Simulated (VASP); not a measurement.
Write the native input for VASP 6.6.1 that does the following.

| Quantity | Value |
| --- | --- |
| Task | relaxation of cell and atoms |
| Functional | revPBE |
| Dispersion | D3(BJ) |
| Potentials or basis | VASP PAW PBE potentials, release 64 (Zr_sv) |
| Cutoff | 500 eV |
| k mesh | 15 × 15 × 8 |
| Occupations | gaussian, width 0.1 eV |
| Spin | no spin polarisation |
| Dipole correction | no |
| Further INCAR settings | ALGO = Normal; EDIFF = 1e-07; IBRION = 2; EDIFFG = -0.002; NSW = 100; ISIF = 3 |

The structure of Zr lies in POSCAR:

```
Zr
1.0
    3.1900000000      0.0000000000      0.0000000000
   -1.5950000000      2.7626210000      0.0000000000
    0.0000000000      0.0000000000      5.1100000000
Zr
2
Direct
    0.3333333000      0.6666667000      0.2500000000
    0.6666667000      0.3333333000      0.7500000000
```

The input as run:

INCAR

```
SYSTEM = Zr
ALGO = Normal
EDIFF = 1E-7
EDIFFG = -0.002
ENCUT = 500
GGA = RE
GGA_COMPAT = .False.
IBRION = 2
ISIF = 3
ISMEAR = 0
IVDW = 12
LASPH = .True.
LCHARG = .False.
LREAL = .False.
LWAVE = .False.
NELM = 120
NELMIN = 4
NSW = 100
PREC = Accurate
SIGMA = 0.1
```

KPOINTS

```
k-points
0
Gamma
  15 15 8
  0 0 0
```

Potentials or basis: VASP PAW PBE potentials, release 64 (Zr_sv).

Launch:

```console
$ cat potpaw_PBE.64/Zr_sv/POTCAR > POTCAR
$ mpirun -np 1 vasp_std > vasp.out
```

Results of the run:

* Relaxed volume: 22.08 Å³/atom
* Relaxed cell: a = 3.165 Å, b = 3.165 Å, c = 5.091 Å, α = 90.00°, β = 90.00°, γ = 120.00°
* Space group after relaxing (to 0.05 Å): P6_3/mmc (No. 194)
* Energy gained by relaxing: 2.7 meV/atom
* Ionic steps: 5
* Pressure after relaxing: 0.0 GPa
* Band gap on the k mesh: zero (band 12 reaches 10.67 eV, above the bottom of band 13 at 9.32 eV)
* Dispersion energy per atom: -1.000 eV

Caveat: the PAW data sets were made with another functional, which shifts forces and pressure a little; pairwise dispersion overbinds metals, which lowers pressure and volume.

It took 6.6 min on 1 thread of Intel Xeon 8259CL, on a shared host, peak memory 0.23 GiB.
